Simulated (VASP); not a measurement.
# LaZn in VASP: a series of runs, part 2 of 2

VASP 6.6.1. Earlier steps stand in the parts before.

### Step 4. Electric field gradients, LDA (volume scaled by 0.96)

File INCAR:

```
PREC = Accurate
ENCUT = 520
EDIFF = 1E-8
ISMEAR = -1
SIGMA = 0.05
LREAL = F
LASPH = T
NELM = 100
ALGO = Normal
ISIF = 2
LWAVE = F
LCHARG = F
LEFG = T
NBANDS = 18
```

File KPOINTS:

```
Automatic mesh
0
Gamma
  9 9 9
```

File POSCAR:

```
LaZn
1.0
    3.6993181115      0.0000000000      0.0000000000
    0.0000000000      3.6993181115      0.0000000000
    0.0000000000      0.0000000000      3.6993181115
La Zn
1 1
Direct
    0.5000000000      0.5000000000      0.5000000000
    0.0000000000      0.0000000000      0.0000000000
```

Potentials or basis: VASP PAW LDA potentials, release 64 (La, Zn).

On the command line:

```console
$ cat potpaw_LDA.64/La/POTCAR potpaw_LDA.64/Zn/POTCAR > POTCAR
$ mpirun -np 1 vasp_std > vasp.out
```

OUTCAR:

```text
PREC = Accurate
   ENCUT = 520
   EDIFF = 1E-8
   ISMEAR = -1
   LREAL = F
   LASPH = T
   NELM = 100
   ISIF = 2

 ion  position               nearest neighbor table
   1  0.500  0.500  0.500-   2 3.20   2 3.20   2 3.20   2 3.20   2 3.20   2 3.20   2 3.20   2 3.20

   2  0.000  0.000  0.000-   1 3.20   1 3.20   1 3.20   1 3.20   1 3.20   1 3.20   1 3.20   1 3.20

  LATTYP: Found a simple cubic cell.
 ALAT       =     3.6993181115

  Lattice vectors:

 A1 = (   3.6993181115,   0.0000000000,   0.0000000000)
[... 716 lines left out ...]
  FREE ENERGIE OF THE ION-ELECTRON SYSTEM (eV)
  ---------------------------------------------------
  free  energy   TOTEN  =        -7.9748817669 eV

  energy  without entropy=       -7.9514654804  energy(sigma->0) =       -7.96317362

 Electric field gradients (V/A^2)
---------------------------------------------------------------------
 ion       V_xx      V_yy      V_zz      V_xy      V_xz      V_yz
---------------------------------------------------------------------
   1      -0.000    -0.000    -0.000     0.000     0.000    -0.000
   2       0.000     0.000     0.000     0.000     0.000    -0.000
---------------------------------------------------------------------

 Electric field gradients after diagonalization (V/A^2)
 (convention: |V_zz| > |V_xx| > |V_yy|)
----------------------------------------------------------------------
 ion       V_xx      V_yy      V_zz     asymmetry (V_yy - V_xx)/ V_zz
----------------------------------------------------------------------
   1      -0.000    -0.000    -0.000      -0.703
   2       0.000     0.000     0.000      -0.463
----------------------------------------------------------------------

           NMR quadrupolar parameters

 Cq : quadrupolar parameter    Cq=e*Q*V_zz/h
 eta: asymmetry parameters     (V_yy - V_xx)/ V_zz
 Q  : nuclear electric quadrupole moment in mb (millibarn)
----------------------------------------------------------------------
 ion       Cq(MHz)       eta       Q (mb)
----------------------------------------------------------------------
   1      -0.000      -0.703       1.000
   2       0.000      -0.463       1.000
----------------------------------------------------------------------
```

OSZICAR:

```text
N       E                     dE             d eps       ncg     rms          rms(c)
DAV:   1     0.168049584746E+03    0.16805E+03   -0.96780E+03  1276   0.196E+03
DAV:   2     0.125148639475E+02   -0.15553E+03   -0.15094E+03  1564   0.281E+02
DAV:   3    -0.687852870915E+01   -0.19393E+02   -0.18699E+02  1698   0.115E+02
DAV:   4    -0.824540319275E+01   -0.13669E+01   -0.12986E+01  2324   0.231E+01
DAV:   5    -0.829118935759E+01   -0.45786E-01   -0.45396E-01  1822   0.382E+00    0.361E+00
DAV:   6    -0.800413341915E+01    0.28706E+00   -0.25458E+00  1868   0.207E+01    0.233E+00
DAV:   7    -0.798386456391E+01    0.20269E-01   -0.24255E-01  1696   0.598E+00    0.109E+00
DAV:   8    -0.797556851176E+01    0.82961E-02   -0.17926E-02  2102   0.123E+00    0.205E-01
DAV:   9    -0.797489258789E+01    0.67592E-03   -0.17341E-03  2032   0.447E-01    0.339E-02
DAV:  10    -0.797488214556E+01    0.10442E-04   -0.20157E-04  2216   0.113E-01    0.920E-03
DAV:  11    -0.797488140180E+01    0.74376E-06   -0.16811E-05  1720   0.464E-02    0.438E-03
DAV:  12    -0.797488179791E+01   -0.39611E-06   -0.19218E-06  2224   0.125E-02    0.142E-03
DAV:  13    -0.797488176882E+01    0.29097E-07   -0.25325E-07  1672   0.516E-03    0.406E-04
DAV:  14    -0.797488176689E+01    0.19245E-08   -0.31077E-08  1832   0.176E-03
   1 F= -.79748818E+01 E0= -.79631736E+01  d E =-.234163E-01
```

Run time: 18 s. Hardware: 1 thread of Intel Xeon Platinum 8488C (Sapphire Rapids), shared host; peak memory 0.18 GiB.

Results:

```
Free energy : -7.9749 eV
Pressure    : -2.2 GPa
```

Caveat: without QUAD_EFG the Cq values of the log hold for a quadrupole moment of 1 mb, not for the nuclei; spin-orbit coupling is left out, which moves the levels of the heavy elements.

### Step 5. Electric field gradients, LDA (equal xy, yz and zx shear strains of -2 %)

File INCAR:

```
SYSTEM = LaZn
PREC = Accurate ; ENCUT = 520
EDIFF = 1E-8 ; ISMEAR = -1
SIGMA = 0.05 ; LREAL = .FALSE.
LASPH = .TRUE. ; NELM = 60
ALGO = Normal ; ISIF = 2
LWAVE = .FALSE. ; LCHARG = .FALSE.
GGA = CA ; LEFG = .TRUE.
NBANDS = 18
```

File KPOINTS:

```
Automatic mesh
0
G
  9 9 9
  0 0 0
```

File POSCAR:

```
LaZn
1.0
    3.7500000000     -0.0375000000     -0.0375000000
   -0.0375000000      3.7500000000     -0.0375000000
   -0.0375000000     -0.0375000000      3.7500000000
La Zn
1 1
Direct
    0.5000000000      0.5000000000      0.5000000000
    0.0000000000      0.0000000000      0.0000000000
```

Potentials or basis: VASP PAW LDA potentials, release 64 (La, Zn).

On the command line:

```console
$ cat potpaw_LDA.64/La/POTCAR potpaw_LDA.64/Zn/POTCAR > POTCAR
$ mpirun -np 1 vasp_std > vasp.out
```

OUTCAR:

```text
SYSTEM = LaZn
   PREC = Accurate
   ENCUT = 520
   EDIFF = 1E-8
   ISMEAR = -1
   LREAL = .FALSE.
   LASPH = .TRUE.
   NELM = 60
   ISIF = 2
   GGA = CA

 ion  position               nearest neighbor table
   1  0.500  0.500  0.500-   2 3.18   2 3.18   2 3.27   2 3.27   2 3.27   2 3.27   2 3.27   2 3.27

   2  0.000  0.000  0.000-   1 3.18   1 3.18   1 3.27   1 3.27   1 3.27   1 3.27   1 3.27   1 3.27

  LATTYP: Found a trigonal (rhomboedric) cell.
 ALAT       =     3.7503749813
 COS(alpha) =    -0.0198960208

[... 719 lines left out ...]
  ---------------------------------------------------
  free  energy   TOTEN  =        -7.9282783312 eV

  energy  without entropy=       -7.9048527548  energy(sigma->0) =       -7.91656554

 Electric field gradients (V/A^2)
---------------------------------------------------------------------
 ion       V_xx      V_yy      V_zz      V_xy      V_xz      V_yz
---------------------------------------------------------------------
   1      -0.000    -0.000     0.000    -1.675    -1.675    -1.675
   2      -0.000    -0.000     0.000     2.887     2.887     2.887
---------------------------------------------------------------------

 Electric field gradients after diagonalization (V/A^2)
 (convention: |V_zz| > |V_xx| > |V_yy|)
----------------------------------------------------------------------
 ion       V_xx      V_yy      V_zz     asymmetry (V_yy - V_xx)/ V_zz
----------------------------------------------------------------------
   1       1.675     1.675    -3.349       0.000
   2      -2.887    -2.887     5.775       0.000
----------------------------------------------------------------------

           NMR quadrupolar parameters

 Cq : quadrupolar parameter    Cq=e*Q*V_zz/h
 eta: asymmetry parameters     (V_yy - V_xx)/ V_zz
 Q  : nuclear electric quadrupole moment in mb (millibarn)
----------------------------------------------------------------------
 ion       Cq(MHz)       eta       Q (mb)
----------------------------------------------------------------------
   1      -0.008       0.000       1.000
   2       0.014       0.000       1.000
----------------------------------------------------------------------
```

OSZICAR:

```text
N       E                     dE             d eps       ncg     rms          rms(c)
DAV:   1     0.166157640250E+03    0.16616E+03   -0.96696E+03  3140   0.194E+03
DAV:   2     0.119538283759E+02   -0.15420E+03   -0.14969E+03  3844   0.278E+02
DAV:   3    -0.674279819133E+01   -0.18697E+02   -0.18054E+02  4148   0.114E+02
DAV:   4    -0.816828590294E+01   -0.14255E+01   -0.13152E+01  5746   0.228E+01
DAV:   5    -0.821633494759E+01   -0.48049E-01   -0.47941E-01  4270   0.396E+00    0.340E+00
DAV:   6    -0.795438567816E+01    0.26195E+00   -0.23221E+00  4616   0.191E+01    0.219E+00
DAV:   7    -0.793613922612E+01    0.18246E-01   -0.20754E-01  3982   0.552E+00    0.102E+00
DAV:   8    -0.792878626819E+01    0.73530E-02   -0.18168E-02  5440   0.113E+00    0.171E-01
DAV:   9    -0.792829648377E+01    0.48978E-03   -0.93576E-04  4944   0.295E-01    0.378E-02
DAV:  10    -0.792827866869E+01    0.17815E-04   -0.15591E-04  5312   0.110E-01    0.971E-03
DAV:  11    -0.792827795408E+01    0.71461E-06   -0.16792E-05  4288   0.432E-02    0.427E-03
DAV:  12    -0.792827834701E+01   -0.39293E-06   -0.21841E-06  5384   0.136E-02    0.122E-03
DAV:  13    -0.792827833152E+01    0.15494E-07   -0.20343E-07  4512   0.428E-03    0.430E-04
DAV:  14    -0.792827833124E+01    0.27967E-09   -0.17835E-08  3896   0.125E-03
   1 F= -.79282783E+01 E0= -.79165655E+01  d E =-.234256E-01
```

stdout:

```text
POSCAR found type information on POSCAR LaZn
 POSCAR found :  2 types and       2 ions
 scaLAPACK will be used
 LDA part: xc-table for (Slater(with rela. corr.)+CA(PZ))
 , standard interpolation
 POSCAR, INCAR and KPOINTS ok, starting setup
 FFT: planning ... GRIDC
 FFT: planning ... GRID_SOFT
 FFT: planning ... GRID
 WAVECAR not read
 entering main loop
ion   1

ion   2
```

Wall time 99 s (1 thread of Oxide Virtual Turin-like, shared host); peak memory 0.19 GiB.

What came out:

```yaml
Free_energy: -7.9283 eV
Pressure: -3.9 GPa
```

Stress tensor (GPa, compression positive):
```
-3.95  0.63  0.63
 0.63 -3.95  0.63
 0.63  0.63 -3.95
```

Electric field gradients, principal values (V/Å²):
| atom | least | middle | greatest (by size) |
| --- | --- | --- | --- |
| 1 La | 1.675 | 1.675 | -3.349 |
| 2 Zn | -2.887 | -2.887 | 5.775 |

Caveat: the cell differs from its parent crystal (equal xy, yz and zx shear strains of -2 %); without QUAD_EFG the Cq values of the log hold for a quadrupole moment of 1 mb, not for the nuclei; spin-orbit coupling is left out, which moves the levels of the heavy elements.

### Step 6. Summary

| cell | gap on the mesh (eV) | pressure (GPa) |
| --- | --- | --- |
| a = 3.673 Å, 2 atoms | none | -1.1 |
| a = 3.699 Å, 2 atoms | none | -2.2 |
| a = 3.750 Å, angles 91.1°, 2 atoms | none | -3.9 |

Alike in all rows: task electric field gradients; level LDA; potentials or basis VASP PAW LDA potentials, release 64 (La, Zn); no spin polarisation; k mesh 9 × 9 × 9; cutoff (eV) 520; smearing fermi-dirac 0.05 eV.

Caveats: spin-orbit coupling is left out, which moves the levels of the heavy elements.

Total energies depend on the potentials used, so only differences within one code and one set of settings carry meaning.
